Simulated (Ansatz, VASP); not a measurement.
# Pd: VASP beside Ansatz

```
Pd
1.0
     2.63299    0.00000    0.00000
     0.00000    2.63299    0.00000
     0.00000    0.00000    2.63299
Pd
1
Direct
  0.00000 0.00000 0.00000
```

Alike in both runs: task single point; functional BLYP; k mesh 13 × 13 × 13; occupations fermi-dirac, width 0.05 eV; collinear spin.

```csv
,VASP,Ansatz
version,VASP 6.6.1,Ansatz 0.2.0
potentials or method,"VASP PAW PBE potentials, release 64 (Pd), cutoff 520 eV","plane waves (420 eV) with PAW, scalar-relativistic"
valence electrons in the cell,10,18
```

VASP gave:

```
pressure (GPa)           : 4.5
net moment per atom (μB) : 0.00
```

Q: What did Ansatz give for the same quantities?

A: Pressure (GPa): 4.3; net moment per atom (μB): 0.00.

VASP's potentials were made for PBE, not for BLYP. VASP's potentials hold 10 valence electrons a cell and Ansatz's 18, so a difference there can come from the potentials and not from the codes. Ansatz's warnings: seeded moment not kept.
